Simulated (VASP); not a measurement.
# CO2 (P4_2/mnm) in VASP: single point with PBE+D3(BJ)

Aim: the single point of CO2 with PBE+D3(BJ).

Everything below comes from runs of VASP 6.6.1. Logs are shortened: lines on timing, memory, paths and dates and some standing lists are left out, and cuts for length are marked.

## 1. The cell of the first run

It takes space group P4_2/mnm (No. 136, tetragonal). Conventional cell: a = 4.485 Å, b = 4.485 Å, c = 4.720 Å, α = 90.00°, β = 90.00°, γ = 90.00°. C (site symmetry mmm) has 2 O at 1.17 Å within 1.6 Å. Within 1.6 Å of O (site symmetry m2m) lie 1 C at 1.17 Å.

## 2. Single point, PBE+D3(BJ)

INCAR reads:

```
SYSTEM = CO2
  ALGO = Normal
  EDIFF = 1E-6
  ENCUT = 520
  GGA = PE
  ISIF = 2
  ISMEAR = 0
  IVDW = 12
  LASPH = .True.
  LCHARG = .False.
  LREAL = .False.
  LWAVE = .False.
  NBANDS = 44
  NELM = 100
  PREC = Accurate
  SIGMA = 0.02
```

KPOINTS reads:

```
k-points
0
Gamma
  4 4 4
  0 0 0
```

POSCAR reads:

```
CO2
1.0
    4.4850913636      0.0000000000      0.0000000000
    0.0000000000      4.4850913636      0.0000000000
    0.0000000000      0.0000000000      9.4403759724
C O
4 8
Direct
    0.9999956967      0.0000043033      0.7500000000
    0.0000043033      0.9999956967      0.2500000000
    0.5000043033      0.5000043033      0.5000000000
    0.4999956967      0.4999956967      0.0000000000
    0.6843114567      0.3156814520      0.5000018545
    0.3156885433      0.6843185480      1.0000018545
    0.8156814520      0.8156885433      0.2500018545
    0.1843185480      0.1843114567      0.7500018545
    0.6843185480      0.3156885433     -0.0000018545
    0.3156814520      0.6843114567      0.4999981455
    0.8156885433      0.8156814520      0.7499981455
    0.1843114567      0.1843185480      0.2499981455
```

Potentials or basis: VASP PAW PBE potentials, release 64 (C, O).

Run with:

```bash
cat potpaw_PBE.64/C/POTCAR potpaw_PBE.64/O/POTCAR > POTCAR
mpirun -np 1 vasp_std > vasp.out
```

OUTCAR:

```text
SYSTEM = CO2
   EDIFF = 1E-6
   ENCUT = 520
   GGA = PE
   ISIF = 2
   ISMEAR = 0
   IVDW = 12
   LASPH = .True.
   LREAL = .False.
   NELM = 100
   PREC = Accurate
 IVDW          = 12

 ion  position               nearest neighbor table
   1  1.000  0.000  0.750-   8 1.17  11 1.17
   2  0.000  1.000  0.250-   7 1.17  12 1.17
   3  0.500  0.500  0.500-   5 1.17  10 1.17
   4  0.500  0.500  0.000-   6 1.17   9 1.17
   5  0.684  0.316  0.500-   3 1.17
   6  0.316  0.684  0.000-   4 1.17
   7  0.816  0.816  0.250-   2 1.17
   8  0.184  0.184  0.750-   1 1.17
   9  0.684  0.316  1.000-   4 1.17
  10  0.316  0.684  0.500-   3 1.17
  11  0.816  0.816  0.750-   1 1.17
  12  0.184  0.184  0.250-   2 1.17

  LATTYP: Found a simple tetragonal cell.
 ALAT       =     4.4850913636
 C/A-ratio  =     2.1048347084

  Lattice vectors:

 A1 = (   4.4850913636,   0.0000000000,   0.0000000000)
 A2 = (   0.0000000000,   4.4850913636,   0.0000000000)
 A3 = (   0.0000000000,   0.0000000000,   9.4403759724)

Analysis of symmetry for initial positions (statically):
=====================================================================
 Subroutine PRICEL returns:
 Original cell was already a primitive cell.

 Routine SETGRP: Setting up the symmetry group for a
 simple tetragonal supercell.

 Subroutine GETGRP returns: Found 16 space group operations
 (whereof  4 operations were pure point group operations)
 out of a pool of 16 trial point group operations.

The static configuration has the point symmetry C_2h.
 The point group associated with its full space group is D_4h.

Analysis of symmetry for dynamics (positions and initial velocities):
=====================================================================
 Subroutine PRICEL returns:
 Original cell was already a primitive cell.

 Routine SETGRP: Setting up the symmetry group for a
 simple tetragonal supercell.

 Subroutine GETGRP returns: Found 16 space group operations
 (whereof  4 operations were pure point group operations)
 out of a pool of 16 trial point group operations.

The dynamic configuration has the point symmetry C_2h.
 The point group associated with its full space group is D_4h.

 Subroutine INISYM returns: Found 16 space group operations
 (whereof  4 operations are pure point group operations),
 and found     1 'primitive' translations

----------------------------------------------------------------------------------------

                                     Primitive cell

  volume of cell :     189.9030

  direct lattice vectors                    reciprocal lattice vectors
     4.485091364  0.000000000  0.000000000     0.222960898  0.000000000  0.000000000
     0.000000000  4.485091364  0.000000000     0.000000000  0.222960898  0.000000000
     0.000000000  0.000000000  9.440375972     0.000000000  0.000000000  0.105927985

  length of vectors
     4.485091364  4.485091364  9.440375972     0.222960898  0.222960898  0.105927985

  position of ions in fractional coordinates (direct lattice)
     0.999995697  0.000004303  0.750000000
     0.000004303  0.999995697  0.250000000
     0.500004303  0.500004303  0.500000000
     0.499995697  0.499995697  0.000000000
     0.684311457  0.315681452  0.500001854
     0.315688543  0.684318548  0.000001854
     0.815681452  0.815688543  0.250001854
     0.184318548  0.184311457  0.750001854
     0.684318548  0.315688543  0.999998146
     0.315681452  0.684311457  0.499998146
     0.815688543  0.815681452  0.749998146
     0.184311457  0.184318548  0.249998146

  ion indices of the primitive-cell ions
   primitive index   ion index
                 1           1
                 2           2
                 3           3
                 4           4
                 5           5
                 6           6
                 7           7
                 8           8
                 9           9
                10          10
                11          11
                12          12

----------------------------------------------------------------------------------------

 KPOINTS: k-points

Automatic generation of k-mesh.
 Grid dimensions read from file:
 generate k-points for:    4    4    4

 Generating k-lattice:

  Cartesian coordinates                     Fractional coordinates (reciprocal lattice)
     0.055740225  0.000000000  0.000000000     0.250000000  0.000000000  0.000000000
     0.000000000  0.055740225  0.000000000     0.000000000  0.250000000  0.000000000
     0.000000000  0.000000000  0.026481996     0.000000000  0.000000000  0.250000000

  Length of vectors
     0.055740225  0.055740225  0.026481996

  Shift w.r.t. Gamma in fractional coordinates (k-lattice)
     0.000000000  0.000000000  0.000000000

 Subroutine IBZKPT returns following result:
 ===========================================

 Found     18 irreducible k-points:

 Following reciprocal coordinates:
            Coordinates               Weight
  0.000000  0.000000  0.000000      1.000000
  0.250000  0.000000  0.000000      4.000000
  0.500000  0.000000  0.000000      2.000000
  0.250000  0.250000  0.000000      4.000000
  0.500000  0.250000  0.000000      4.000000
  0.500000  0.500000  0.000000      1.000000
[... 10 lines left out ...]
  0.500000  0.250000  0.500000      4.000000
  0.500000  0.500000  0.500000      1.000000
   k-points           NKPTS =     18   k-points in BZ     NKDIM =     18   number of bands    NBANDS=     44
   number of dos      NEDOS =    301   number of ions     NIONS =     12
   total plane-waves  NPLWV =  90720
   dimension x,y,z NGX =    36 NGY =   36 NGZ =   70
   dimension x,y,z NGXF=    72 NGYF=   72 NGZF=  140
   ions per type =               4   8
   NGX,Y,Z   is equivalent  to a cutoff of  13.34, 13.34, 12.33 a.u.
   NGXF,Y,Z  is equivalent  to a cutoff of  26.69, 26.69, 24.65 a.u.
 SYSTEM =  CO2
   PREC   = accura    normal or accurate (medium, high low for compatibility)
   ISTART =      0    job   : 0-new  1-cont  2-samecut
   ICHARG =      2    charge: 1-file 2-atom 10-const
   ISPIN  =      1    spin polarized calculation?
   LNONCOLLINEAR =      F non collinear calculations
   LSORBIT =      F    spin-orbit coupling
   LASPH  =      T    aspherical Exc in radial PAW
   ENCUT  =  520.0 eV  38.22 Ry    6.18 a.u.   8.34  8.34 17.55*2*pi/ulx,y,z
   NELM   =    100;   NELMIN=  2; NELMDL= -5     # of ELM steps
   EDIFF  = 0.1E-05   stopping-criterion for ELM
   LREAL  =      F    real-space projection
[... 7 lines left out ...]
   TEBEG  =    0.0;   TEEND  =   0.0 temperature during run
   PSTRESS=    0.0 pullay stress
   NELECT =      64.0000    total number of electrons
   NUPDOWN=      -1.0000    fix difference up-down
   EMIN   =  10.00;   EMAX   =-10.00  energy-range for DOS
   EFERMI =   0.00;   METHOD = LEGACY
   ISMEAR =     0;   SIGMA  =   0.02  broadening in eV -4-tet -1-fermi 0-gaus
   EFERMI_NEDOS =   21; number of points for ismear=-14 and -15
   IALGO  =     38    algorithm
   IMIX   =      4    mixing-type and parameters
     AMIX     =   0.40;   BMIX     =  1.00
     AMIX_MAG =   1.60;   BMIX_MAG =  1.00
  volume/ion in A,a.u.               =      15.83       106.79
  Fermi-wavevector in a.u.,A,eV,Ry     =   1.139264  2.152896 17.659293  1.297921
  Thomas-Fermi vector in A             =   2.275967
   LORBIT       =      0    0 simple, 1 ext, 2 COOP (PROOUT), +10 PAW based schemes
   GGA     = PE    functional components
   LHFCALC =     F    Hartree Fock is set to
   AEXX    =    0.0000 exact exchange contribution
   IVDW    =    12    specifies the selected vdW correction
   LEPSILON=     F    determine dielectric tensor
   LRPA    =     F    only Hartree local field effects (RPA)
 non-spin polarized calculation
 Gauss-broadening in eV      SIGMA  =   0.02
  energy-cutoff  :      520.00
  volume of cell :      189.90
 maximum number of plane-waves:      5159
 NGX is ok and might be reduce to    36
   NGX = 17   NGY = 17   NGZ = 35

 number of electron      63.9999980 magnetization

 Free energy of the ion-electron system (eV)
  ---------------------------------------------------
  ext. energy  EPLUGINS =         0.00000000
  ---------------------------------------------------
  free energy    TOTEN  =       -92.14178161 eV

  energy without entropy =      -92.14178161  energy(sigma->0) =      -92.14178161

 E-fermi :  -3.8256     XC(G=0):  -7.5345

 val. band max:       -3.9376720742   @ k =   0.5000   0.5000   0.0000
 cond. band min:       2.6215548276   @ k =   0.0000   0.0000   0.0000
 fundamental gap:      6.5592269017
 Fermi energy:        -3.8256013883

 k-point     1 :       0.0000    0.0000    0.0000
  band No.  band energies     occupation
      1     -24.5375      2.00000
      2     -24.4351      2.00000
      3     -24.4351      2.00000
      4     -24.3343      2.00000
      5     -23.3979      2.00000
      6     -23.3979      2.00000
[... 36 lines left out ...]
     43       5.0569      0.00000
     44       7.0563      0.00000

 k-point     2 :       0.2500    0.0000    0.0000
  band No.  band energies     occupation
      1     -24.4998      2.00000
      2     -24.4246      2.00000
      3     -24.4246      2.00000
      4     -24.3545      2.00000
      5     -23.4072      2.00000
      6     -23.4072      2.00000
[... 36 lines left out ...]
     43       5.1516      0.00000
     44       7.0821      0.00000

 k-point     3 :       0.5000    0.0000    0.0000
  band No.  band energies     occupation
      1     -24.4186      2.00000
      2     -24.4186      2.00000
      3     -24.4139      2.00000
      4     -24.4139      2.00000
      5     -23.4178      2.00000
      6     -23.4178      2.00000
[... 694 lines left out ...]
     43       5.8104      0.00000
     44       5.8104      0.00000

 k-point    18 :       0.5000    0.5000    0.5000
  band No.  band energies     occupation
      1     -24.3955      2.00000
      2     -24.3955      2.00000
      3     -24.3955      2.00000
      4     -24.3955      2.00000
      5     -23.4359      2.00000
      6     -23.4359      2.00000
[... 36 lines left out ...]
     43       6.2890      0.00000
     44       6.2890      0.00000

------------------------ aborting loop because EDIFF is reached ----------------------------------------

 Edisp (eV)   -0.76875

 E8    (eV) :    -0.1945

  FORCE on cell =-STRESS in cart. coord.  units (eV):
  Direction    XX          YY          ZZ          XY          YZ          ZX
  --------------------------------------------------------------------------------------
  -------------------------------------------------------------------------------------
  Total       2.61627     2.61627    -0.28076     0.00000     0.00000     0.00000
  in kB      22.07297    22.07297    -2.36872     0.00000     0.00000     0.00000
  external pressure =       13.93 kB  Pullay stress =        0.00 kB

 VOLUME and BASIS-vectors are now :
 -----------------------------------------------------------------------------
  energy-cutoff  :      520.00
  volume of cell :      189.90
      direct lattice vectors                 reciprocal lattice vectors
     4.485091364  0.000000000  0.000000000     0.222960898  0.000000000  0.000000000
     0.000000000  4.485091364  0.000000000     0.000000000  0.222960898  0.000000000
     0.000000000  0.000000000  9.440375972     0.000000000  0.000000000  0.105927985

 POSITION                                       TOTAL-FORCE (eV/Angst)
 -----------------------------------------------------------------------------------
      4.48507      0.00002      7.08028         0.000592     -0.000592      0.000000
      0.00002      4.48507      2.36009        -0.000592      0.000592      0.000000
      2.24256      2.24256      4.72019        -0.000592     -0.000592      0.000000
      2.24253      2.24253      0.00000         0.000592      0.000592      0.000000
      3.06920      1.41586      4.72021         0.451010     -0.444995     -0.004010
      1.41589      3.06923      0.00002        -0.451010      0.444995     -0.004010
      3.65841      3.65844      2.36011        -0.444995     -0.451010     -0.004010
      0.82669      0.82665      7.08030         0.444995      0.451010     -0.004010
      3.06923      1.41589      9.44036         0.444995     -0.451010      0.004010
      1.41586      3.06920      4.72017        -0.444995      0.451010      0.004010
      3.65844      3.65841      7.08026        -0.451010     -0.444995      0.004010
      0.82665      0.82669      2.36008         0.451010      0.444995      0.004010
 -----------------------------------------------------------------------------------
    total drift:                                0.000000      0.000000      0.000000

  FREE ENERGIE OF THE ION-ELECTRON SYSTEM (eV)
  ---------------------------------------------------
  free  energy   TOTEN  =       -92.9105327153 eV

  energy  without entropy=      -92.9105327153  energy(sigma->0) =      -92.91053272
```

Wall time 98 s (1 thread of Oxide Virtual Turin-like, shared host); peak memory 0.31 GiB.

What came out:

| Property | Result |
| --- | --- |
| Free energy | -92.9105 eV |
| Pressure | 1.4 GPa |
| Largest force | 0.634 eV/Å |
| Band gap on the k mesh | 6.56 eV |
| Dispersion energy per atom | -0.064 eV |

Forces in eV/Å, atoms in the order of the input:
```
C    0.001 -0.001  0.000
C   -0.001  0.001  0.000
C   -0.001 -0.001  0.000
C    0.001  0.001  0.000
O    0.451 -0.445 -0.004
O   -0.451  0.445 -0.004
O   -0.445 -0.451 -0.004
O    0.445  0.451 -0.004
O    0.445 -0.451  0.004
O   -0.445  0.451  0.004
O   -0.451 -0.445  0.004
O    0.451  0.445  0.004
```

Levels at points of the mesh, in eV from the valence-band top:
| k point | band 30 | band 31 | band 32 | band 33 | band 34 | band 35 |
| --- | --- | --- | --- | --- | --- | --- |
| (0.00, 0.00, 0.00) | -0.31 | -0.31 | -0.28 | 6.56 | 7.75 | 7.98 |
| (0.50, 0.00, 0.00) | -0.32 | -0.15 | -0.15 | 8.07 | 8.07 | 8.21 |
| (0.50, 0.50, 0.00) | 0.00 | 0.00 | 0.00 | 7.89 | 7.89 | 8.35 |
| (0.00, 0.00, 0.50) | -0.32 | -0.32 | -0.32 | 7.04 | 7.04 | 7.95 |
| (0.50, 0.00, 0.50) | -0.19 | -0.19 | -0.19 | 8.14 | 8.14 | 8.14 |
| (0.50, 0.50, 0.50) | 0.00 | 0.00 | 0.00 | 8.07 | 8.07 | 8.07 |

A k mesh can miss the band edges.
